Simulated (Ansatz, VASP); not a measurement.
# Two plane-wave programs on BAs

```
B As
1.0
     3.36492    0.00000    0.00000
    -1.68246    2.91410    0.00000
     0.00000    0.00000   23.80000
B As
1 1
Cartesian
  0.0000 1.9427 7.0000
  1.6825 0.9714 7.0000
```

Alike in both runs: functional r2SCAN; k mesh 12 × 12 × 1; occupations gaussian, width 0.03 eV; no spin polarisation.

Ansatz relaxed the structure, and its values are those at the end. VASP's run is a single point on that final structure, the one shown.

|  | VASP | Ansatz |
| --- | --- | --- |
| version | VASP 6.6.1 | Ansatz 0.2.0 |
| potentials or method | VASP PAW PBE potentials, release 64 (B, As), cutoff 460 eV | scalar-relativistic, plane waves, PAW |
| valence electrons in the cell | 8 | 18 |

```tsv
	VASP	Ansatz	Ansatz less VASP
gap on the k mesh at the Fermi level (eV)	0.98	0.98	-0.002
least direct gap on the mesh (eV)	0.98	0.98	-0.002
```

VASP's potentials were made for PBE, not for r2SCAN. VASP's potentials hold 8 valence electrons a cell and Ansatz's 18, so a difference there can come from the potentials and not from the codes. Ansatz's warnings: slab cell height set, structure snapped to symmetry.
